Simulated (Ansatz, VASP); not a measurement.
# Two plane-wave programs on BeZn4O

```
Be Zn O
1.0
     3.84217    0.00000    0.00000
     0.00000    3.84217    0.00000
     0.00000    0.00000    5.59357
Be Zn O
1 4 1
Direct
  0.50000 0.50000 0.00000
  0.00000 0.50000 0.72484
  0.50000 0.00000 0.27516
  0.00000 0.50000 0.27516
  0.50000 0.00000 0.72484
  0.00000 0.00000 0.00000
```

Alike in both runs: functional PBE; k mesh 10 × 10 × 8; occupations gaussian, width 0.1 eV; no spin polarisation.

Ansatz relaxed the structure, and its values are those at the end. VASP's run is a single point on that final structure, the one shown.

|  | VASP | Ansatz |
| --- | --- | --- |
| version | VASP 6.6.1 | Ansatz 0.2.0 |
| potentials or method | VASP PAW PBE potentials, release 64 (Be, Zn, O), cutoff 520 eV | scalar-relativistic, plane waves, PAW |
| valence electrons in the cell | 56 | 56 |

|  | VASP | Ansatz | Ansatz less VASP |
| --- | --- | --- | --- |
| gap on the k mesh at the Fermi level (eV) | none | none | - |
| pressure (GPa) | 0.3 | 0.0 | -0.26 |

A gap of «none» marks a metal or a gap that the smearing closes.
